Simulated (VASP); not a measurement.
# BP (I-4m2) in VASP: a series of runs

BP is run at these levels: r2SCAN; tasks: single point.

Everything below comes from runs of VASP 6.6.1. Logs are shortened: lines on timing, memory, paths and dates and some standing lists are left out, and cuts for length are marked.

### Step 1. The cell of the first run

It takes space group I-4m2 (No. 119, tetragonal). Conventional cell: a = 2.952 Å, b = 2.952 Å, c = 4.720 Å, α = 90.00°, β = 90.00°, γ = 90.00°. B (site symmetry -4m2) has 4 P at 1.89 Å within 2.5 Å. Within 2.5 Å of P (site symmetry -4m2) lie 4 B at 1.89 Å.

### Step 2. Single point, r2SCAN (strain -0.080 along x and y, +0.040 along z)

POSCAR

```
BP
1.0
    0.0000000000      2.0874800000      2.3597600000
    2.0874800000      0.0000000000      2.3597600000
    2.0874800000      2.0874800000      0.0000000000
B P
1 1
Direct
    0.0000000000      0.0000000000      0.0000000000
    0.7500000000      0.7500000000      0.7500000000
```

INCAR.step1

```
ALGO = Normal
EDIFF = 1E-4
ENCUT = 520
GGA = PE
ISMEAR = 0
LASPH = True
LCHARG = False
LREAL = False
LWAVE = True
NBANDS = 11
NELM = 60
PREC = Accurate
SIGMA = 0.05
```

INCAR.step2

```
ALGO = Normal
EDIFF = 1E-6
ENCUT = 520
ISIF = 2
ISMEAR = 0
ISTART = 1
LASPH = True
LCHARG = True
LELF = True
LMIXTAU = True
LREAL = False
LVHAR = True
LWAVE = False
METAGGA = R2SCAN
NBANDS = 11
NELM = 60
PREC = Accurate
SIGMA = 0.05
```

KPOINTS

```
k-points
0
Gamma
  10 10 10
```

Potentials or basis: VASP PAW PBE potentials, release 64 (B, P).

Started as:

```
cat potpaw_PBE.64/B/POTCAR potpaw_PBE.64/P/POTCAR > POTCAR
cp INCAR.step1 INCAR
mpirun -np 1 vasp_std > vasp.out
cp INCAR.step2 INCAR
mpirun -np 1 vasp_std > vasp.out
```

OUTCAR:

```text
EDIFF = 1E-6
   ENCUT = 520
   ISIF = 2
   ISMEAR = 0
   ISTART = 1
   LASPH = True
   LREAL = False
   METAGGA = R2SCAN
   NELM = 60
   PREC = Accurate

 ion  position               nearest neighbor table
   1  0.000  0.000  0.000-   2 1.89   2 1.89   2 1.89   2 1.89
   2  0.750  0.750  0.750-   1 1.89   1 1.89   1 1.89   1 1.89

  LATTYP: Found a body centered tetragonal cell.
 ALAT       =     2.9521425272
 C/A-ratio  =     1.5986762009

  Lattice vectors:

 A1 = (  -2.0874800000,   0.0000000000,   2.3597600000)
 A2 = (   2.0874800000,   0.0000000000,   2.3597600000)
 A3 = (   0.0000000000,   2.0874800000,  -2.3597600000)

Analysis of symmetry for initial positions (statically):
=====================================================================
 Subroutine PRICEL returns:
 Original cell was already a primitive cell.

 Routine SETGRP: Setting up the symmetry group for a
 body centered tetragonal supercell.

 Subroutine GETGRP returns: Found  8 space group operations
 (whereof  8 operations were pure point group operations)
 out of a pool of 16 trial point group operations.

The static configuration has the point symmetry D_2d.

Analysis of symmetry for dynamics (positions and initial velocities):
=====================================================================
 Subroutine PRICEL returns:
 Original cell was already a primitive cell.

 Routine SETGRP: Setting up the symmetry group for a
 body centered tetragonal supercell.

 Subroutine GETGRP returns: Found  8 space group operations
 (whereof  8 operations were pure point group operations)
 out of a pool of 16 trial point group operations.

The dynamic configuration has the point symmetry D_2d.

 Subroutine INISYM returns: Found  8 space group operations
 (whereof  8 operations are pure point group operations),
 and found     1 'primitive' translations

----------------------------------------------------------------------------------------

                                     Primitive cell

  volume of cell :      20.5657

  direct lattice vectors                    reciprocal lattice vectors
     0.000000000  2.087480000  2.359760000    -0.239523253  0.239523253  0.211885955
     2.087480000  0.000000000  2.359760000     0.239523253 -0.239523253  0.211885955
     2.087480000  2.087480000  0.000000000     0.239523253  0.239523253 -0.211885955

  length of vectors
     3.150561856  3.150561856  2.952142527     0.399547788  0.399547788  0.399547788

  position of ions in fractional coordinates (direct lattice)
     0.000000000  0.000000000  0.000000000
     0.750000000  0.750000000  0.750000000

  ion indices of the primitive-cell ions
   primitive index   ion index
                 1           1
                 2           2

----------------------------------------------------------------------------------------

 KPOINTS: k-points

Automatic generation of k-mesh.
 Grid dimensions read from file:
 generate k-points for:   10   10   10

 Generating k-lattice:

  Cartesian coordinates                     Fractional coordinates (reciprocal lattice)
    -0.023952325  0.023952325  0.021188595     0.100000000  0.000000000  0.000000000
     0.023952325 -0.023952325  0.021188595     0.000000000  0.100000000  0.000000000
     0.023952325  0.023952325 -0.021188595    -0.000000000 -0.000000000  0.100000000

  Length of vectors
     0.039954779  0.039954779  0.039954779

  Shift w.r.t. Gamma in fractional coordinates (k-lattice)
     0.000000000  0.000000000  0.000000000

 Subroutine IBZKPT returns following result:
 ===========================================

 Found    102 irreducible k-points:

 Following reciprocal coordinates:
            Coordinates               Weight
  0.000000  0.000000  0.000000      1.000000
  0.100000  0.000000  0.000000      8.000000
  0.200000  0.000000  0.000000      8.000000
  0.300000  0.000000  0.000000      8.000000
  0.400000  0.000000  0.000000      8.000000
  0.500000 -0.000000  0.000000      4.000000
[... 16 lines left out ...]
  0.300000  0.300000  0.000000      2.000000
  0.400000  0.300000  0.000000      8.000000
 [... further k-points ...]
   k-points           NKPTS =    102   k-points in BZ     NKDIM =    102   number of bands    NBANDS=     11
   number of dos      NEDOS =    301   number of ions     NIONS =      2
   total plane-waves  NPLWV =  13824
   dimension x,y,z NGX =    24 NGY =   24 NGZ =   24
   dimension x,y,z NGXF=    48 NGYF=   48 NGZF=   48
   ions per type =               1   1
   NGX,Y,Z   is equivalent  to a cutoff of  12.66, 12.66, 13.52 a.u.
   NGXF,Y,Z  is equivalent  to a cutoff of  25.33, 25.33, 27.03 a.u.
 SYSTEM =  unknown system
   PREC   = accura    normal or accurate (medium, high low for compatibility)
   ISTART =      1    job   : 0-new  1-cont  2-samecut
   ICHARG =      0    charge: 1-file 2-atom 10-const
   ISPIN  =      1    spin polarized calculation?
   LNONCOLLINEAR =      F non collinear calculations
   LSORBIT =      F    spin-orbit coupling
   LASPH  =      T    aspherical Exc in radial PAW
   ENCUT  =  520.0 eV  38.22 Ry    6.18 a.u.   5.86  5.86  5.49*2*pi/ulx,y,z
   NELM   =     60;   NELMIN=  2; NELMDL=  0     # of ELM steps
   EDIFF  = 0.1E-05   stopping-criterion for ELM
   LREAL  =      F    real-space projection
[... 7 lines left out ...]
   TEBEG  =    0.0;   TEEND  =   0.0 temperature during run
   PSTRESS=    0.0 pullay stress
   NELECT =       8.0000    total number of electrons
   NUPDOWN=      -1.0000    fix difference up-down
   EMIN   =  10.00;   EMAX   =-10.00  energy-range for DOS
   EFERMI =   0.00;   METHOD = LEGACY
   ISMEAR =     0;   SIGMA  =   0.05  broadening in eV -4-tet -1-fermi 0-gaus
   EFERMI_NEDOS =   21; number of points for ismear=-14 and -15
   IALGO  =     38    algorithm
   IMIX   =      4    mixing-type and parameters
     AMIX     =   0.40;   BMIX     =  1.00
     AMIX_MAG =   1.60;   BMIX_MAG =  1.00
  volume/ion in A,a.u.               =      10.28        69.39
  Fermi-wavevector in a.u.,A,eV,Ry     =   1.195063  2.258341 19.431496  1.428175
  Thomas-Fermi vector in A             =   2.331037
   LORBIT       =      0    0 simple, 1 ext, 2 COOP (PROOUT), +10 PAW based schemes
   METAGGA = R2SCAN    functional components
   LHFCALC =     F    Hartree Fock is set to
   AEXX    =    0.0000 exact exchange contribution
   IVDW    =     0    specifies the selected vdW correction
   LEPSILON=     F    determine dielectric tensor
   LRPA    =     F    only Hartree local field effects (RPA)
 non-spin polarized calculation
 Gauss-broadening in eV      SIGMA  =   0.05
  energy-cutoff  :      520.00
  volume of cell :       20.57
 maximum number of plane-waves:       572
   NGX = 11   NGY = 11   NGZ = 11

 number of electron       7.9999999 magnetization

 Free energy of the ion-electron system (eV)
  ---------------------------------------------------
  ext. energy  EPLUGINS =         0.00000000
  ---------------------------------------------------
  free energy    TOTEN  =       -16.87705428 eV

  energy without entropy =      -16.87705376  energy(sigma->0) =      -16.87705402

 E-fermi :   9.6546     XC(G=0): -12.1020

 val. band max:        9.5383716717   @ k =   0.0000   0.0000   0.0000
 cond. band min:       9.7774722164   @ k =   0.4000   0.0000   0.4000
 fundamental gap:      0.2391005447
 Fermi energy:         9.6545538269

 k-point     1 :       0.0000    0.0000    0.0000
  band No.  band energies     occupation
      1      -8.4926      2.00000
      2       7.9659      2.00000
      3       9.5384      1.99898
      4       9.5384      1.99898
      5      12.7466      0.00000
      6      12.7466      0.00000
      7      13.3942      0.00000
      8      18.3395      0.00000
      9      20.4073      0.00000
     10      22.5449      0.00000
     11      23.5580      0.00000

 k-point     2 :       0.1000    0.0000    0.0000
  band No.  band energies     occupation
      1      -8.2813      2.00000
      2       7.1924      2.00000
      3       8.4567      2.00000
      4       9.2498      2.00000
      5      12.9451      0.00000
      6      13.2497      0.00000
      7      14.1494      0.00000
      8      18.5621      0.00000
      9      20.1843      0.00000
     10      22.9121      0.00000
     11      23.1894      0.00000

 k-point     3 :       0.2000    0.0000    0.0000
  band No.  band energies     occupation
      1      -7.6539      2.00000
      2       4.8546      2.00000
      3       7.3665      2.00000
      4       8.7395      2.00000
      5      12.9307      0.00000
      6      14.2420      0.00000
      7      15.0270      0.00000
      8      19.2281      0.00000
      9      20.6113      0.00000
     10      21.6507      0.00000
     11      24.3398      0.00000

 k-point     4 :       0.3000    0.0000    0.0000
  band No.  band energies     occupation
      1      -6.6372      2.00000
      2       2.1825      2.00000
      3       6.6182      2.00000
      4       8.3320      2.00000
      5      12.5646      0.00000
      6      14.9131      0.00000
      7      15.3338      0.00000
      8      20.5233      0.00000
      9      21.4316      0.00000
     10      21.6068      0.00000
     11      25.1245      0.00000
[... 239 lines left out ...]
 k-point    22 :      -0.2000    0.2000    0.0000
  band No.  band energies     occupation
      1      -6.1371      2.00000
      2       2.7078      2.00000
      3       3.5174      2.00000
      4       8.6281      2.00000
      5      14.6102      0.00000
      6      15.1206      0.00000
      7      15.7687      0.00000
      8      18.5974      0.00000
      9      19.6912      0.00000
     10      24.6120      0.00000
     11      25.7853      0.00000

 k-point    23 :       0.3000    0.3000    0.0000
  band No.  band energies     occupation
      1      -6.3910      2.00000
      2       2.4884      2.00000
      3       6.1405      2.00000
      4       6.1405      2.00000
      5      11.7050      0.00000
      6      13.7671      0.00000
      7      19.1928      0.00000
      8      19.1928      0.00000
      9      23.4321      0.00000
     10      26.0689      0.00000
     11      27.4776      0.00000

 k-point    24 :       0.4000    0.3000    0.0000
  band No.  band energies     occupation
      1      -5.5223      2.00000
      2       1.2286      2.00000
      3       4.8324      2.00000
      4       5.8683      2.00000
      5      12.0308      0.00000
      6      13.9967      0.00000
      7      19.8726      0.00000
      8      20.1531      0.00000
      9      24.4377      0.00000
     10      26.4559      0.00000
     11      28.2297      0.00000

 [... further k-points ...]

------------------------ aborting loop because EDIFF is reached ----------------------------------------

  FORCE on cell =-STRESS in cart. coord.  units (eV):
  Direction    XX          YY          ZZ          XY          YZ          ZX
  --------------------------------------------------------------------------------------
  -------------------------------------------------------------------------------------
  Total        5.3126013      5.3126013     -0.6036112      0.0000000     -0.0000000      0.0000000
  in kB      413.8808459    413.8808459    -47.0246274      0.0000000     -0.0000000      0.0000000
  external PRESSURE =     260.2456881 kB  Pullay stress =       0.0000000 kB

 VOLUME and BASIS-vectors are now :
 -----------------------------------------------------------------------------
  energy-cutoff  :      520.00
  volume of cell :       20.57
      direct lattice vectors                 reciprocal lattice vectors
     0.000000000  2.087480000  2.359760000    -0.239523253  0.239523253  0.211885955
     2.087480000  0.000000000  2.359760000     0.239523253 -0.239523253  0.211885955
     2.087480000  2.087480000  0.000000000     0.239523253  0.239523253 -0.211885955

 POSITION                                       TOTAL-FORCE (eV/Angst)
 -----------------------------------------------------------------------------------
      0.00000      0.00000      0.00000        -0.000000     -0.000000     -0.000000
      3.13122      3.13122      3.53964         0.000000      0.000000      0.000000
 -----------------------------------------------------------------------------------
    total drift:                                0.000000      0.000000      0.000000

  FREE ENERGIE OF THE ION-ELECTRON SYSTEM (eV)
  ---------------------------------------------------
  free  energy   TOTEN  =       -16.8770542811 eV

  energy  without entropy=      -16.8770537584  energy(sigma->0) =      -16.87705402
```

Run time: 88 s. Hardware: 1 thread of Intel Xeon 8259CL, shared host; peak memory 0.15 GiB.

What came out:

```
Free energy            : -16.8771 eV
Pressure               : 26.0 GPa
Band gap on the k mesh : 0.24 eV (least direct gap 3.21 eV)
```

Caveat: the cell differs from its parent crystal (strain -0.080 along x and y, +0.040 along z); the stress differs along the axes, from -5 to 41 GPa; semilocal functionals underestimate gaps, and a narrow one can read as zero; the PAW data sets were made with another functional, which shifts forces and pressure a little.

### Step 3. Single point, r2SCAN (strain -0.080 along x and y, +0.080 along z)

POSCAR

```
BP
1.0
    0.0000000000      2.0874800000      2.4505200000
    2.0874800000      0.0000000000      2.4505200000
    2.0874800000      2.0874800000      0.0000000000
B P
1 1
Direct
    0.0000000000      0.0000000000      0.0000000000
    0.7500000000      0.7500000000      0.7500000000
```

INCAR.step1

```
SYSTEM = BP
  ALGO = Normal
  EDIFF = 1E-4
  ENCUT = 520
  GGA = PE
  ISMEAR = 0
  LASPH = .TRUE.
  LCHARG = .FALSE.
  LREAL = .FALSE.
  LWAVE = .TRUE.
  NBANDS = 11
  NELM = 60
  PREC = Accurate
  SIGMA = 0.05
```

INCAR.step2

```
SYSTEM = BP
  ALGO = Normal
  EDIFF = 1E-6
  ENCUT = 520
  ISIF = 2
  ISMEAR = 0
  ISTART = 1
  LASPH = .TRUE.
  LCHARG = .FALSE.
  LMIXTAU = .TRUE.
  LREAL = .FALSE.
  LWAVE = .FALSE.
  METAGGA = R2SCAN
  NBANDS = 11
  NELM = 60
  PREC = Accurate
  SIGMA = 0.05
```

KPOINTS

```
k-points
0
G
  10 10 10
  0 0 0
```

Potentials or basis: VASP PAW PBE potentials, release 64 (B, P).

Started as:

```
cat potpaw_PBE.64/B/POTCAR potpaw_PBE.64/P/POTCAR > POTCAR
cp INCAR.step1 INCAR
mpirun -np 1 vasp_std > vasp.out
cp INCAR.step2 INCAR
mpirun -np 1 vasp_std > vasp.out
```

OUTCAR:

```text
SYSTEM = BP
   EDIFF = 1E-6
   ENCUT = 520
   ISIF = 2
   ISMEAR = 0
   ISTART = 1
   LASPH = .TRUE.
   LREAL = .FALSE.
   METAGGA = R2SCAN
   NELM = 60
   PREC = Accurate

 ion  position               nearest neighbor table
   1  0.000  0.000  0.000-   2 1.92   2 1.92   2 1.92   2 1.92
   2  0.750  0.750  0.750-   1 1.92   1 1.92   1 1.92   1 1.92

  LATTYP: Found a body centered tetragonal cell.
 ALAT       =     2.9521425272
 C/A-ratio  =     1.6601637471

  Lattice vectors:

 A1 = (  -2.0874800000,   0.0000000000,   2.4505200000)
 A2 = (   2.0874800000,   0.0000000000,   2.4505200000)
 A3 = (   0.0000000000,   2.0874800000,  -2.4505200000)

Analysis of symmetry for initial positions (statically):
=====================================================================
 Subroutine PRICEL returns:
 Original cell was already a primitive cell.

 Routine SETGRP: Setting up the symmetry group for a
 body centered tetragonal supercell.

 Subroutine GETGRP returns: Found  8 space group operations
 (whereof  8 operations were pure point group operations)
 out of a pool of 16 trial point group operations.

[... 173 lines left out ...]
      3       9.2622      0.53064
      4       9.2622      0.53060
      5      12.1981      0.00000
      6      12.1981      0.00000
      7      13.0358      0.00000
      8      16.7240      0.00000
      9      19.5765      0.00000
     10      21.8058      0.00000
     11      22.3263      0.00000
[... 309 lines left out ...]
 k-point    24 :       0.4000    0.3000    0.0000
  band No.  band energies     occupation
      1      -5.8442      2.00000
      2       0.5679      2.00000
      3       4.7460      2.00000
      4       5.8222      2.00000
      5      11.9163      0.00000
      6      13.8850      0.00000
      7      18.9209      0.00000
      8      19.3694      0.00000
      9      23.0858      0.00000
     10      25.9718      0.00000
     11      26.8333      0.00000

 [... further k-points ...]

------------------------ aborting loop because EDIFF is reached ----------------------------------------

  FORCE on cell =-STRESS in cart. coord.  units (eV):
  Direction    XX          YY          ZZ          XY          YZ          ZX
  --------------------------------------------------------------------------------------
  -------------------------------------------------------------------------------------
  Total        4.9054839      4.9054839     -3.1510335      0.0000000      0.0000000      0.0000000
  in kB      368.0099370    368.0099370   -236.3908752      0.0000000      0.0000000      0.0000000
  external PRESSURE =     166.5429996 kB  Pullay stress =       0.0000000 kB

 VOLUME and BASIS-vectors are now :
 -----------------------------------------------------------------------------
  energy-cutoff  :      520.00
  volume of cell :       21.36
      direct lattice vectors                 reciprocal lattice vectors
     0.000000000  2.087480000  2.450520000    -0.239523253  0.239523253  0.204038327
     2.087480000  0.000000000  2.450520000     0.239523253 -0.239523253  0.204038327
     2.087480000  2.087480000  0.000000000     0.239523253  0.239523253 -0.204038327

 POSITION                                       TOTAL-FORCE (eV/Angst)
 -----------------------------------------------------------------------------------
      0.00000      0.00000      0.00000        -0.000000     -0.000000      0.000000
      3.13122      3.13122      3.67578         0.000000      0.000000      0.000000
 -----------------------------------------------------------------------------------
    total drift:                                0.000000      0.000000      0.000000

  FREE ENERGIE OF THE ION-ELECTRON SYSTEM (eV)
  ---------------------------------------------------
  free  energy   TOTEN  =       -16.8064758813 eV

  energy  without entropy=      -16.8062692288  energy(sigma->0) =      -16.80637256
```

OUTCAR.step1:

```text
SYSTEM = BP
   EDIFF = 1E-4
   ENCUT = 520
   GGA = PE
   ISMEAR = 0
   LASPH = .TRUE.
   LREAL = .FALSE.
[... 557 lines left out ...]
      0.00000      0.00000      0.00000        -0.000000     -0.000000     -0.000000
      3.13122      3.13122      3.67578         0.000000      0.000000      0.000000
 -----------------------------------------------------------------------------------
    total drift:                                0.000000      0.000000     -0.000000

  FREE ENERGIE OF THE ION-ELECTRON SYSTEM (eV)
  ---------------------------------------------------
  free  energy   TOTEN  =       -12.4400368932 eV

  energy  without entropy=      -12.4398979007  energy(sigma->0) =      -12.43996740
```

OSZICAR.step1:

```text
N       E                     dE             d eps       ncg     rms          rms(c)
DAV:   1     0.100065625484E+02    0.10007E+02   -0.40663E+03  2252   0.664E+02
DAV:   2    -0.126938769696E+02   -0.22700E+02   -0.21731E+02  2940   0.113E+02
DAV:   3    -0.133032720520E+02   -0.60940E+00   -0.60787E+00  2878   0.161E+01
DAV:   4    -0.133053563201E+02   -0.20843E-02   -0.20839E-02  2588   0.109E+00
DAV:   5    -0.133053655361E+02   -0.92161E-05   -0.92159E-05  2833   0.716E-02    0.807E+00
DAV:   6    -0.125583027020E+02    0.74706E+00   -0.16600E+00  2574   0.574E+00    0.431E+00
DAV:   7    -0.124484857654E+02    0.10982E+00   -0.28550E-01  2850   0.269E+00    0.149E+00
DAV:   8    -0.124396127468E+02    0.88730E-02   -0.28879E-02  2610   0.979E-01    0.255E-01
DAV:   9    -0.124398956768E+02   -0.28293E-03   -0.78300E-04  2640   0.191E-01    0.151E-01
DAV:  10    -0.124400312880E+02   -0.13561E-03   -0.22015E-04  2505   0.935E-02    0.284E-02
DAV:  11    -0.124400368932E+02   -0.56052E-05   -0.70392E-06  1218   0.180E-02
   1 F= -.12440037E+02 E0= -.12439967E+02  d E =-.138993E-03
```

Wall time 1.7 min (1 thread of Intel Xeon 8259CL, shared host); peak memory 0.15 GiB.

What came out:

```yaml
Free_energy: -16.8065 eV
Pressure: 16.7 GPa
Band_gap_on_the_k_mesh: zero (bands 4 and 5 overlap by 0.02 eV)
```

Caveat: the cell differs from its parent crystal (strain -0.080 along x and y, +0.080 along z); the stress differs along the axes, from -24 to 37 GPa; semilocal functionals underestimate gaps, and a narrow one can read as zero; the PAW data sets were made with another functional, which shifts forces and pressure a little.

The gap in the log of VASP goes by the Fermi energy; the results here count the filled bands.